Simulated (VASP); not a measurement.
**BaTiO3: relaxation of cell and atoms with r2SCAN+rVV10**

Crystal: BaTiO3.

```
CELL_PARAMETERS angstrom
3.99980 0.00000 0.00000
0.00000 3.99980 0.00000
0.00000 0.00000 4.01800
ATOMIC_POSITIONS crystal
Ba 0.00000 0.00000 0.00000
Ti 0.50000 0.50000 0.49000
O 0.50000 0.50000 0.01900
O 0.50000 0.00000 0.51700
O 0.00000 0.50000 0.51700
```

| Item | Value |
| --- | --- |
| Program | VASP 6.6.1 |
| Task | relaxation of cell and atoms |
| Functional | r2SCAN |
| Dispersion | rVV10 |
| Potentials or basis | VASP PAW PBE potentials, release 64 (Ba_sv, Ti_sv, O) |
| Cutoff | 600 eV |
| k mesh | 5 × 5 × 5 |
| Occupations | gaussian, width 0.01 eV |
| Spin | no spin polarisation |
| Dipole correction | no |
| Further INCAR settings | ALGO = Normal; EDIFF = 1e-06; IBRION = 2; EDIFFG = -0.02; NSW = 80; ISIF = 3 |

```
Relaxed volume                        : 12.93 Å³/atom
Relaxed cell                          : a = 3.983 Å, b = 3.983 Å, c = 4.076 Å, α = 90.00°, β = 90.00°, γ = 90.00°
Space group after relaxing (to 0.1 Å) : P4mm (No. 99)
Energy gained by relaxing             : 2.0 meV/atom
Ionic steps                           : 10
Pressure after relaxing               : -0.1 GPa
Largest force after relaxing          : 0.016 eV/Å
Band gap on the k mesh                : 2.37 eV (least direct gap 2.61 eV)
```

Forces in eV/Å, atoms in the order of the input:
```
Ba   0.000  0.000 -0.014
Ti   0.000  0.000  0.010
O    0.000  0.000  0.016
O    0.000  0.000 -0.006
O    0.000  0.000 -0.006
```

Step by step:
```tsv
step	energy change (eV)	largest force (eV/Å)	pressure (GPa)	volume (Å³)
1	0.0000	0.2893	-0.29	64.28
2	-0.0054	0.1034	0.60	64.07
3	-0.0059	0.0566	0.96	63.99
4	-0.0078	0.1146	-0.47	64.61
5	-0.0080	0.1012	-0.16	64.47
6	-0.0089	0.0625	-0.05	64.49
7	-0.0096	0.0732	0.16	64.53
8	-0.0099	0.0455	-0.25	64.70
9	-0.0099	0.0436	-0.26	64.71
10	-0.0101	0.0157	-0.07	64.67
```

Final structure:
```yaml
crystal:
  lattice:
    - [3.98301, 0.00000, 0.00000]
    - [0.00000, 3.98301, 0.00000]
    - [0.00000, 0.00000, 4.07632]
  atoms:
    - { symbol: Ba, position: [0.00000, 0.00000, 0.99978] }
    - { symbol: Ti, position: [0.50000, 0.50000, 0.48252] }
    - { symbol: O, position: [0.50000, 0.50000, 0.02876] }
    - { symbol: O, position: [0.50000, 0.00000, 0.51597] }
    - { symbol: O, position: [0.00000, 0.50000, 0.51597] }
```

Levels at points of the mesh, in eV from the valence-band top:
```
           k point  band 18  band 19  band 20  band 21  band 22  band 23
(0.00, 0.00, 0.00)    -0.36    -0.23    -0.23     2.37     2.72     2.72
```

It took 28 min on 1 thread of AMD EPYC 7R43 64-Core Processor (Zen 3), with other jobs on the host, peak memory 0.31 GiB.

Caveat: the PAW data sets were made with another functional, which shifts forces and pressure a little; spin-orbit coupling is left out, which moves the levels of the heavy elements. Zero-point motion and thermal expansion aren't in these numbers.
